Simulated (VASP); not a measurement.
Wanted: the native input for a VASP 6.6.1 run.

- Task: relaxation of cell and atoms
- Functional: LDA
- Potentials or basis: VASP PAW LDA potentials, release 64 (Ti_sv)
- Cutoff: 600 eV
- k mesh: 9 × 9 × 13
- Occupations: fermi-dirac, width 0.05 eV
- Spin: no spin polarisation
- Target pressure: 75 GPa
- Dipole correction: no
- Further INCAR settings: ALGO = Normal; EDIFF = 1e-06; IBRION = 2; EDIFFG = -0.005; NSW = 60; ISIF = 3

The structure of Ti lies in POSCAR:

```
Ti
1.0
    3.9795224479      0.0000000000      0.0000000000
   -1.9897612240      3.4463675348      0.0000000000
    0.0000000000      0.0000000000      2.4673039177
Ti
3
Direct
    0.0000000000      0.0000000000      0.0000000000
    0.3333333333      0.6666666667      0.5000000000
    0.6666666667      0.3333333333      0.5000000000
```

The input as run:

INCAR

```
SYSTEM = Ti
ALGO     = Normal         ! electronic algorithm
EDIFF    = 1E-6           ! SCF threshold, eV
EDIFFG   = -0.005         ! ionic threshold
ENCUT    = 600            ! plane-wave cutoff, eV
GGA      = CA             ! functional
IBRION   = 2              ! ionic algorithm
ISIF     = 3              ! what is computed and relaxed
ISMEAR   = -1             ! smearing method
LASPH    = .True.         ! aspherical terms in the spheres
LCHARG   = .False.        ! write CHGCAR
LREAL    = .False.        ! projectors in reciprocal space
LWAVE    = .False.        ! write WAVECAR
NELM     = 80             ! most SCF steps
NSW      = 60             ! ionic steps
PREC     = Accurate       ! precision mode
PSTRESS  = 750.0        
SIGMA    = 0.05           ! smearing width, eV
```

KPOINTS

```
k-points
0
Gamma
  9 9 13
  0 0 0
```

Potentials or basis: VASP PAW LDA potentials, release 64 (Ti_sv).

Run with:

```bash
$ cat potpaw_LDA.64/Ti_sv/POTCAR > POTCAR
$ mpirun -np 1 vasp_std > vasp.out
```

It gave:

The relaxed volume is 11.33 Å³/atom, the relaxed cell is a = 3.968 Å, b = 3.968 Å, c = 2.492 Å, α = 90.00°, β = 90.00°, γ = 120.00° and the space group after relaxing (to 0.05 Å) is P6/mmm (No. 191). The energy change on relaxing (the enthalpy is what falls) is -25.1 meV/atom, the ionic steps are 15 and the pressure after relaxing is 75.0 GPa. The band gap on the k mesh is zero (band 18 reaches 13.76 eV, above the bottom of band 19 at 12.94 eV).

Caveat: the cell is relaxed towards a set pressure, so the enthalpy falls and the energy may rise.

Run time: 6 min on 1 thread of Intel(R) Xeon(R) Platinum 8259CL CPU @ 2.50GHz (Skylake/Cascade Lake), with other jobs on the host, peak memory 0.18 GiB.
